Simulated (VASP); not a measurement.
Input of a VASP 6.6.1 run:

The input INCAR:

```
ALGO = Normal
DIPOL = 0.5 0.5 0.309
EDIFF = 1E-6
ENCUT = 520
GGA = PE
IDIPOL = 3
ISIF = 2
ISMEAR = 0
IVDW = 12
LASPH = True
LCHARG = False
LDIPOL = True
LREAL = False
LWAVE = False
NBANDS = 32
NELM = 80
PREC = Accurate
SIGMA = 0.1
```

Contents of KPOINTS:

```
k-points
0
Gamma
  6 6 1
```

File POSCAR:

```
Ti2Al6H
1.0
    5.0241861190      0.0000000000      0.0000000000
    2.1588814530      4.5367033218      0.0000000000
    0.0000000000      0.0000000000     21.2187109014
Al Ti H
6 2 1
Direct
    0.5000000000      0.0000000000      0.1885128658
    0.0000000000      0.5000000000      0.1885128658
    0.0000000000      0.0000000000      0.2517328341
    0.0000000000      0.5000000000      0.3193548961
    0.5000000000      0.0000000000      0.3193548961
    0.5000000000      0.5000000000      0.3826203646
    0.5000000000      0.5000000000      0.2517328341
    0.0000000000      0.0000000000      0.3797002555
    0.8333333333      1.1666666667      0.5004409057
```

Potentials or basis: VASP PAW PBE potentials, release 64 (Al, Ti_sv, H).

Launch:

```console
$ cat potpaw_PBE.64/Al/POTCAR potpaw_PBE.64/Ti_sv/POTCAR potpaw_PBE.64/H/POTCAR > POTCAR
$ mpirun -np 1 vasp_std > vasp.out
```

Task: Estimate the band gap on the k mesh.

Result: Zero (an odd number of electrons rules out a gap without spin polarisation).

Task: What does it give for the largest force?

Result: 1.762 eV/Å.

Task: Estimate the dispersion energy per atom.

Result: -0.227 eV.

Forces on the atoms (eV/Å):
```
Al  -0.010  0.010  0.532
Al  -0.005  0.013  0.532
Al   0.018 -0.029 -0.557
Al  -0.018 -0.007 -0.059
Al   0.015  0.013 -0.059
Al   0.129 -0.204  0.384
Ti   0.039 -0.062 -0.505
Ti  -0.200  0.317  1.493
H    0.032 -0.051 -1.761
```
